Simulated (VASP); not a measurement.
A run of VASP 6.6.1 is set up as follows.

File INCAR:

```
PREC = Accurate
ENCUT = 500
EDIFF = 1E-7
ISMEAR = 0
SIGMA = 0.02
LREAL = F
LASPH = T
NELM = 120
ALGO = Normal
ISIF = 4
LWAVE = F
LCHARG = F
GGA = PE
IBRION = 2
NSW = 50
EDIFFG = -0.01
GGA_COMPAT = F
NELMIN = 4
```

File KPOINTS:

```
regular mesh
0
Gamma
  6 6 4
```

POSCAR

```
AgI
1.0
    4.5902071213      0.0000000000      0.0000000000
   -2.2951035607      3.9752359757      0.0000000000
    0.0000000000      0.0000000000      7.5079914184
Ag I
2 2
Direct
    0.6666666667      0.3333333333      0.6276573162
    0.3333333333      0.6666666667      0.1276573162
    0.6666666667      0.3333333333      0.0023426838
    0.3333333333      0.6666666667      0.5023426838
```

Potentials or basis: VASP PAW PBE potentials, release 64 (Ag, I).

Command:

```console
$ cat potpaw_PBE.64/Ag/POTCAR potpaw_PBE.64/I/POTCAR > POTCAR
$ mpirun -np 1 vasp_std > vasp.out
```

(1) What does it give for the band gap on the k mesh?

Results:

(1) 1.37 eV.

Caveat: the relaxation stopped at its first step, so nothing moved; spin-orbit coupling is left out, which moves the levels of the heavy elements.
